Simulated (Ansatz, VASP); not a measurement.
## AlNi3: VASP beside Ansatz

```
Al Ni
1.0
     3.56942    0.00000    0.00000
     0.00000    3.56942    0.00000
     0.00000    0.00000    3.56942
Al Ni
1 3
Cartesian
  0.0000 0.0000 0.0000
  0.0000 1.7847 1.7847
  1.7847 0.0000 1.7847
  1.7847 1.7847 0.0000
```

Change from the starting cell: volume scaled by 1.04, no spin polarisation, PAW files.

Alike in both runs: task single point; functional PBE; k mesh 10 × 10 × 10; occupations fermi-dirac, width 0.03 eV; no spin polarisation.

|  | VASP | Ansatz |
| --- | --- | --- |
| version | VASP 6.6.1 | Ansatz 0.2.0 |
| potentials or method | VASP PAW PBE potentials, release 64 (Al, Ni) | PAW with Ansatz's default frozen-core files, scalar-relativistic |
| plane-wave cutoff (eV) | 520 | 420 |
| valence electrons in the cell | 33 | 57 |

```tsv
	VASP	Ansatz	Ansatz less VASP
pressure (GPa)	-0.6	-0.7	-0.06
```

VASP's potentials hold 33 valence electrons a cell and Ansatz's 57, so a difference there can come from the potentials and not from the codes.
